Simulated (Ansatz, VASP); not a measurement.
# Si8C7 in VASP and in Ansatz

```
Si C
1.0
     0.00000    0.00000    5.07429
    -3.09194    5.35539    0.00000
    -3.09194   -5.35539    0.00000
Si C
8 7
Direct
  0.49958 0.16667 0.33333
  0.49958 0.66667 0.33333
  0.49958 0.16667 0.83333
  0.49958 0.66667 0.83333
  0.99958 0.83333 0.16667
  0.99958 0.33333 0.16667
  0.99958 0.83333 0.66667
  0.99958 0.33333 0.66667
  0.87542 0.66667 0.33333
  0.87542 0.16667 0.83333
  0.87542 0.66667 0.83333
  0.37542 0.83333 0.16667
  0.37542 0.33333 0.16667
  0.37542 0.83333 0.66667
  0.37542 0.33333 0.66667
```

Change from the starting cell: C vacancy (site b), charge +0, atoms relaxed at the host's cell.

Alike in both runs: task relaxation of the atoms; functional PBE; k mesh 1 × 1 × 1; occupations gaussian, width 0.01 eV; no spin polarisation.

```csv
,VASP,Ansatz
version,VASP 6.6.1,Ansatz 0.2.0
potentials or method,"VASP PAW PBE potentials, release 64 (Si, C), cutoff 520 eV","scalar-relativistic, plane waves, PAW"
valence electrons in the cell,60,60
```

```tsv
	VASP	Ansatz	Ansatz less VASP
gap on the k mesh at the Fermi level, each at its own relaxed structure (eV)	1.72	1.73	+0.007
```
